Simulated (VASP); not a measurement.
# Au (Im-3m) in VASP: a series of runs

The runs below take Au through relaxation of cell and atoms, single point, with r2SCAN, PBE.

Program: VASP 6.6.1. These are calculated values, not measurements. Logs are shortened: lines on timing, memory, paths and dates and some standing lists are left out, and cuts for length are marked.

**1. The cell of the first run**

The structure is cubic, space group Im-3m (No. 229). Conventional cell: a = 3.315 Å, b = 3.315 Å, c = 3.315 Å, α = 90.00°, β = 90.00°, γ = 90.00°. Au (site symmetry m-3m) has 14 Au at 2.87 to 3.31 Å within 3.8 Å.

**2. Relaxation of cell and atoms, r2SCAN, target pressure 20 GPa, at which the enthalpy is minimised**

POSCAR

```
Au
1.0
   -1.6572690000      1.6572690000      1.6572690000
    1.6572690000     -1.6572690000      1.6572690000
    1.6572690000      1.6572690000     -1.6572690000
Au
1
Direct
    0.0000000000      0.0000000000      0.0000000000
```

INCAR.step1

```
PREC = Accurate
ENCUT = 600
ISMEAR = -1
SIGMA = 0.05
LREAL = False
LASPH = True
NELM = 100
GGA = PE
ALGO = Normal
EDIFF = 1E-4
LWAVE = True
LCHARG = False
```

INCAR.step2

```
PREC = Accurate
ENCUT = 600
EDIFF = 1E-6
ISMEAR = -1
SIGMA = 0.05
LREAL = False
LASPH = True
NELM = 100
ALGO = Normal
ISIF = 3
LWAVE = False
LCHARG = False
METAGGA = R2SCAN
LMIXTAU = True
IBRION = 2
NSW = 60
EDIFFG = -0.01
PSTRESS = 200.0
ISTART = 1
```

KPOINTS

```
regular mesh
0
Gamma
  11 11 11
```

Potentials or basis: VASP PAW PBE potentials, release 64 (Au).

Started as:

```bash
$ cat potpaw_PBE.64/Au/POTCAR > POTCAR
$ cp INCAR.step1 INCAR
$ mpirun -np 1 vasp_std > vasp.out
$ cp INCAR.step2 INCAR
$ mpirun -np 1 vasp_std > vasp.out
```

OUTCAR:

```text
PREC = Accurate
   ENCUT = 600
   EDIFF = 1E-6
   ISMEAR = -1
   LREAL = False
   LASPH = True
   NELM = 100
   ISIF = 3
   METAGGA = R2SCAN
   IBRION = 2
   NSW = 60
   EDIFFG = -0.01
   PSTRESS = 200.0
   ISTART = 1

 ion  position               nearest neighbor table
   1  0.000  0.000  0.000-

  LATTYP: Found a body centered cubic cell.
 ALAT       =     3.3145380000

  Lattice vectors:

 A1 = (  -1.6572690000,   1.6572690000,   1.6572690000)
 A2 = (   1.6572690000,  -1.6572690000,   1.6572690000)
 A3 = (   1.6572690000,   1.6572690000,  -1.6572690000)

Analysis of symmetry for initial positions (statically):
=====================================================================
 Subroutine PRICEL returns:
 Original cell was already a primitive cell.

 Routine SETGRP: Setting up the symmetry group for a
 body centered cubic supercell.

 Subroutine GETGRP returns: Found 48 space group operations
 (whereof 48 operations were pure point group operations)
 out of a pool of 48 trial point group operations.

The static configuration has the point symmetry O_h .

Analysis of symmetry for dynamics (positions and initial velocities):
=====================================================================
 Subroutine PRICEL returns:
 Original cell was already a primitive cell.

 Routine SETGRP: Setting up the symmetry group for a
 body centered cubic supercell.

 Subroutine GETGRP returns: Found 48 space group operations
 (whereof 48 operations were pure point group operations)
 out of a pool of 48 trial point group operations.

The dynamic configuration has the point symmetry O_h .

 Subroutine INISYM returns: Found 48 space group operations
 (whereof 48 operations are pure point group operations),
 and found     1 'primitive' translations

----------------------------------------------------------------------------------------

                                     Primitive cell

  volume of cell :      18.2070

  direct lattice vectors                    reciprocal lattice vectors
    -1.657269000  1.657269000  1.657269000     0.000000000  0.301701172  0.301701172
     1.657269000 -1.657269000  1.657269000     0.301701172  0.000000000  0.301701172
     1.657269000  1.657269000 -1.657269000     0.301701172  0.301701172  0.000000000

  length of vectors
     2.870474110  2.870474110  2.870474110     0.426669890  0.426669890  0.426669890

  position of ions in fractional coordinates (direct lattice)
     0.000000000  0.000000000  0.000000000

  ion indices of the primitive-cell ions
   primitive index   ion index
                 1           1

----------------------------------------------------------------------------------------

 KPOINTS: regular mesh

Automatic generation of k-mesh.
 Grid dimensions read from file:
 generate k-points for:   11   11   11

 Generating k-lattice:

  Cartesian coordinates                     Fractional coordinates (reciprocal lattice)
     0.000000000  0.027427379  0.027427379     0.090909091  0.000000000  0.000000000
     0.027427379  0.000000000  0.027427379     0.000000000  0.090909091  0.000000000
     0.027427379  0.027427379  0.000000000     0.000000000  0.000000000  0.090909091

  Length of vectors
     0.038788172  0.038788172  0.038788172

  Shift w.r.t. Gamma in fractional coordinates (k-lattice)
     0.000000000  0.000000000  0.000000000

 Subroutine IBZKPT returns following result:
 ===========================================

 Found     56 irreducible k-points:

 Following reciprocal coordinates:
            Coordinates               Weight
  0.000000  0.000000  0.000000      1.000000
  0.090909  0.000000  0.000000     12.000000
  0.181818  0.000000  0.000000     12.000000
  0.272727  0.000000  0.000000     12.000000
  0.363636  0.000000  0.000000     12.000000
  0.454545  0.000000  0.000000     12.000000
[... 16 lines left out ...]
  0.272727  0.181818  0.090909     48.000000
  0.363636  0.181818  0.090909     24.000000
 [... further k-points ...]
   k-points           NKPTS =     56   k-points in BZ     NKDIM =     56   number of bands    NBANDS=      9
   number of dos      NEDOS =    301   number of ions     NIONS =      1
   total plane-waves  NPLWV =  13824
   dimension x,y,z NGX =    24 NGY =   24 NGZ =   24
   dimension x,y,z NGXF=    48 NGYF=   48 NGZF=   48
   ions per type =               1
   NGX,Y,Z   is equivalent  to a cutoff of  13.90, 13.90, 13.90 a.u.
   NGXF,Y,Z  is equivalent  to a cutoff of  27.80, 27.80, 27.80 a.u.
 SYSTEM =  unknown system
   PREC   = accura    normal or accurate (medium, high low for compatibility)
   ISTART =      1    job   : 0-new  1-cont  2-samecut
   ICHARG =      0    charge: 1-file 2-atom 10-const
   ISPIN  =      1    spin polarized calculation?
   LNONCOLLINEAR =      F non collinear calculations
   LSORBIT =      F    spin-orbit coupling
   LASPH  =      T    aspherical Exc in radial PAW
   ENCUT  =  600.0 eV  44.10 Ry    6.64 a.u.   5.73  5.73  5.73*2*pi/ulx,y,z
   NELM   =    100;   NELMIN=  2; NELMDL=  0     # of ELM steps
   EDIFF  = 0.1E-05   stopping-criterion for ELM
   LREAL  =      F    real-space projection
   EDIFFG = -.1E-01   stopping-criterion for IOM
   NSW    =     60    number of steps for IOM
   IBRION =      2    ionic relax: 0-MD 1-quasi-New 2-CG
   NFREE  =      1    steps in history (QN), initial steepest desc. (CG)
   ISIF   =      3    stress and relaxation
   ISYM   =      2    0-nonsym 1-usesym 2-fastsym
   POTIM  = 0.5000    time-step for ionic-motion
   TEBEG  =    0.0;   TEEND  =   0.0 temperature during run
   PSTRESS=  200.0 pullay stress
   NELECT =      11.0000    total number of electrons
   NUPDOWN=      -1.0000    fix difference up-down
   EMIN   =  10.00;   EMAX   =-10.00  energy-range for DOS
   EFERMI =   0.00;   METHOD = LEGACY
   ISMEAR =    -1;   SIGMA  =   0.05  broadening in eV -4-tet -1-fermi 0-gaus
   EFERMI_NEDOS =   21; number of points for ismear=-14 and -15
   IALGO  =     38    algorithm
   IMIX   =      4    mixing-type and parameters
     AMIX     =   0.40;   BMIX     =  1.00
     AMIX_MAG =   1.60;   BMIX_MAG =  1.00
  volume/ion in A,a.u.               =      18.21       122.87
  Fermi-wavevector in a.u.,A,eV,Ry     =   1.383968  2.615320 26.060157  1.915367
  Thomas-Fermi vector in A             =   2.508516
   LORBIT       =      0    0 simple, 1 ext, 2 COOP (PROOUT), +10 PAW based schemes
   METAGGA = R2SCAN    functional components
   LHFCALC =     F    Hartree Fock is set to
   AEXX    =    0.0000 exact exchange contribution
   IVDW    =     0    specifies the selected vdW correction
   LEPSILON=     F    determine dielectric tensor
   LRPA    =     F    only Hartree local field effects (RPA)
 conjugate gradient relaxation of ions
 non-spin polarized calculation
  energy-cutoff  :      600.00
  volume of cell :       18.21
 maximum number of plane-waves:       621
   NGX = 11   NGY = 11   NGZ = 11

--------------------------------------- Ionic step        1  -------------------------------------------

 number of electron      10.9999998 magnetization

 Free energy of the ion-electron system (eV)
  ---------------------------------------------------
  ext. energy  EPLUGINS =         0.00000000
  ---------------------------------------------------
  free energy    TOTEN  =       -50.56489368 eV

  energy without entropy =      -50.55952101  energy(sigma->0) =      -50.56220735

 E-fermi :   8.1755     XC(G=0): -13.1516

 val. band max:        8.1748369971   @ k =  -0.3636   0.3636   0.2727
 cond. band min:       8.1793562951   @ k =  -0.2727   0.4545   0.0909
 fundamental gap:      0.0045192981
 Fermi energy:         8.1755336925

 k-point     1 :       0.0000    0.0000    0.0000
  band No.  band energies     occupation
      1      -1.0932      2.00000
      2       3.5021      2.00000
      3       3.5021      2.00000
      4       3.5021      2.00000
      5       5.2810      2.00000
      6       5.2810      2.00000
      7      25.6632      0.00000
      8      25.6632      0.00000
      9      25.6632      0.00000

 k-point     2 :       0.0909    0.0000    0.0000
  band No.  band energies     occupation
      1      -0.7974      2.00000
      2       3.4155      2.00000
      3       3.5131      2.00000
      4       3.7037      2.00000
      5       5.1833      2.00000
      6       5.2868      2.00000
      7      25.4512      0.00000
      8      25.6777      0.00000
      9      26.0161      0.00000
[... 403 lines left out ...]
  FREE ENERGIE OF THE ION-ELECTRON SYSTEM (eV)
  ---------------------------------------------------
  free  energy   TOTEN  =       -50.4854784556 eV

  energy  without entropy=      -50.4803681278  energy(sigma->0) =      -50.48292329

  enthalpy is  TOTEN    =       -48.4783715533 eV   P V=        2.0071069023

--------------------------------------- Ionic step        5  -------------------------------------------

 number of electron      10.9999999 magnetization

 Free energy of the ion-electron system (eV)
  ---------------------------------------------------
  ext. energy  EPLUGINS =         0.00000000
  ---------------------------------------------------
  free energy    TOTEN  =       -50.47705851 eV

  energy without entropy =      -50.47205359  energy(sigma->0) =      -50.47455605

 E-fermi :  10.2786     XC(G=0): -14.0734

 val. band max:       10.2780371043   @ k =  -0.3636   0.3636   0.2727
 cond. band min:      10.3088778990   @ k =  -0.3636   0.4545   0.0909
 fundamental gap:      0.0308407947
 Fermi energy:        10.2786141017

 k-point     1 :       0.0000    0.0000    0.0000
  band No.  band energies     occupation
      1      -0.3820      2.00000
      2       4.8920      2.00000
      3       4.8920      2.00000
      4       4.8920      2.00000
      5       7.0853      2.00000
      6       7.0853      2.00000
      7      27.8326      0.00000
      8      27.8326      0.00000
      9      27.8326      0.00000

 k-point     2 :       0.0909    0.0000    0.0000
  band No.  band energies     occupation
      1      -0.0491      2.00000
      2       4.7815      2.00000
      3       4.9005      2.00000
      4       5.1384      2.00000
      5       6.9567      2.00000
      6       7.0929      2.00000
      7      27.8337      0.00000
      8      27.9098      0.00000
      9      28.2771      0.00000
[... 286 lines left out ...]
 POSITION                                       TOTAL-FORCE (eV/Angst)
 -----------------------------------------------------------------------------------
      0.00000      0.00000      0.00000        -0.000000     -0.000000      0.000000
 -----------------------------------------------------------------------------------
    total drift:                               -0.000000     -0.000000      0.000000

  FREE ENERGIE OF THE ION-ELECTRON SYSTEM (eV)
  ---------------------------------------------------
  free  energy   TOTEN  =       -50.4770585069 eV

  energy  without entropy=      -50.4720535888  energy(sigma->0) =      -50.47455605

  enthalpy is  TOTEN    =       -48.4786576512 eV   P V=        1.9984008558

 reached required accuracy - stopping structural energy minimisation
```

Run time: 3.6 min. Hardware: 1 thread of AMD EPYC 7R43 (Zen 3), shared host; peak memory 0.13 GiB.

Results:

```yaml
Free_energy: -50.4771 eV
Relaxed_volume: 16.01 Å³/atom
Relaxed_cell: a = 2.750 Å, b = 2.750 Å, c = 2.750 Å, α = 109.47°, β = 109.47°, γ = 109.47°
Space_group_after_relaxing_to_0.05_Å: Im-3m (No. 229)
Energy_change_on_relaxing_the_enthalpy_is_what_falls: +87.8 meV/atom
Ionic_steps: 5
Pressure_after_relaxing: 19.9 GPa
```

Step by step:
```
step  energy change (eV)  largest force (eV/Å)  pressure (GPa)  volume (Å³)
   1              0.0000                0.0000           -3.85        18.21
   2              2.0931                0.0000          179.88        11.96
   3              0.0660                0.0000           16.87        16.20
   4              0.0794                0.0000           18.83        16.08
   5              0.0878                0.0000           19.93        16.01
```

Final structure:
```
Au
1.0
    -1.58770    1.58770    1.58770
     1.58770   -1.58770    1.58770
     1.58770    1.58770   -1.58770
Au
1
Direct
  0.00000 0.00000 0.00000
```

Caveat: the cell is relaxed towards a set pressure, so the enthalpy falls and the energy may rise; the PAW data sets were made with another functional, which shifts forces and pressure a little; spin-orbit coupling is left out, which moves the levels of the heavy elements.

(Part 1 of 2 ends here.)
